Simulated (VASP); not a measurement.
A run of VASP 6.6.1 is set up as follows.

INCAR

```
ALGO     = Normal         # electronic algorithm
EDIFF    = 1E-6           # SCF threshold, eV
ENCUT    = 520            # plane-wave cutoff, eV
ISIF     = 2              # what is computed and relaxed
ISMEAR   = -1             # smearing method
LASPH    = True           # aspherical terms in the spheres
LCHARG   = False          # write CHGCAR
LREAL    = False          # projectors in reciprocal space
LWAVE    = False          # write WAVECAR
NBANDS   = 36             # bands
NELM     = 60             # most SCF steps
PREC     = Accurate       # precision mode
SIGMA    = 0.1            # smearing width, eV
```

Contents of KPOINTS:

```
k-points
0
Gamma
  12 12 4
```

Contents of POSCAR:

```
Sn
1.0
    3.2080938081      0.0000000000      0.0000000000
   -1.6040469040      2.7782907355      0.0000000000
    0.0000000000      0.0000000000     10.6069979112
Sn
4
Direct
    1.0000000000      0.0000000000      0.0000000000
    1.0000000000      0.0000000000      0.5000000000
    0.3333333333      0.6666666667      0.2500000000
    0.6666666667      0.3333333333      0.7500000000
```

Potentials or basis: VASP PAW LDA potentials, release 64 (Sn_d).

Run with:

```sh
$ cat potpaw_LDA.64/Sn_d/POTCAR > POTCAR
$ mpirun -np 1 vasp_std > vasp.out
```

Q: What does it give for the pressure?

A: 6.3 GPa.

Q: What does it give for the band gap on the k mesh?

A: Zero (bands 28 and 29 overlap by 9.69 eV).

Stress tensor (GPa, compression positive):
```
6.43 0.00 0.00
0.00 6.43 0.00
0.00 0.00 5.93
```

Caveat: the cell stands under pressure; spin-orbit coupling is left out, which moves the levels of the heavy elements.
